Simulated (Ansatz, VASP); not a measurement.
This is a calculation of PbO2 for Ansatz 0.2.0.

The input input.yaml:

```yaml
crystal:
  lattice:
    - [4.99495987, 0.0, 0.0]
    - [0.0, 4.99495987, 0.0]
    - [0.0, 0.0, 3.40900096]
  atoms:
    - { symbol: Pb, position: [0.5, 0.5, 0.5] }
    - { symbol: Pb, position: [0.0, 0.0, 0.0] }
    - { symbol: O, position: [0.69257104, 0.69257104, 0.0] }
    - { symbol: O, position: [0.80742896, 0.19257104, 0.5] }
    - { symbol: O, position: [0.19257104, 0.80742896, 0.5] }
    - { symbol: O, position: [0.30742896, 0.30742896, 0.0] }
hamiltonian:
  xc: pbesol
  pseudopotentials: { kind: paw }
  dispersion: d3bj
kpoints:
  mp_grid: { grid: [6, 6, 8] }
scf:
  occupations: { method: fermi_dirac, width: 0.05 }
output:
  forces: true
  stress: true
  eigenvalues: true
relax:
  f_tol: 0.01
  max_steps: 40
  cell: { stress_tol: 0.05 }
```

Potentials or basis: Ansatz PAW.

Run with:

```sh
$ ansatz run input.yaml --threads 2 --pin off --max-ram 5632MiB --backend cpu --events-out ev --progress --plain --runs-dir out
```

Translate it to VASP 6.6.1. Potentials there: VASP PAW PBE potentials, release 64 (Pb_d, O).

As run (the cutoff follows the program's own potentials):

INCAR

```
SYSTEM = PbO2
  PREC = Accurate
  ENCUT = 600
  EDIFF = 1E-6
  ISMEAR = -1
  SIGMA = 0.05
  LREAL = .False.
  LASPH = .True.
  NELM = 100
  ALGO = Normal
  ISIF = 3
  LWAVE = .False.
  LCHARG = .False.
  GGA = PS
  IVDW = 12
  IBRION = 2
  NSW = 60
  EDIFFG = -0.01
```

File KPOINTS:

```
regular mesh
0
Gamma
  6 6 8
  0 0 0
```

Contents of POSCAR:

```
PbO2
1.0
    4.9949598700      0.0000000000      0.0000000000
    0.0000000000      4.9949598700      0.0000000000
    0.0000000000      0.0000000000      3.4090009600
Pb O
2 4
Direct
    0.5000000000      0.5000000000      0.5000000000
    0.0000000000      0.0000000000      0.0000000000
    0.6925710400      0.6925710400      0.0000000000
    0.8074289600      0.1925710400      0.5000000000
    0.1925710400      0.8074289600      0.5000000000
    0.3074289600      0.3074289600      0.0000000000
```

Potentials or basis: VASP PAW PBE potentials, release 64 (Pb_d, O).

Command:

```bash
$ cat potpaw_PBE.64/Pb_d/POTCAR potpaw_PBE.64/O/POTCAR > POTCAR
$ mpirun -np 1 vasp_std > vasp.out
```

Both were run:

|  | VASP | Ansatz | Ansatz less VASP |
| --- | --- | --- | --- |
| gap on the k mesh at the Fermi level, each at its own relaxed structure (eV) | 0.10 | 0.10 | +0.001 |
| relaxed volume (Å³/atom) | 13.97 | 13.96 | -0.015 |
| relaxed length of the cell vector where the two differ most in proportion (Å) | 3.407 | 3.404 | -0.0028 |

VASP's potentials were made for PBE, not for PBEsol.

Spin-orbit coupling is off throughout. Noted on Ansatz's run: the plane-wave basis is chosen anew once the cell has moved, so the energies of steps on either side of that aren't comparable.
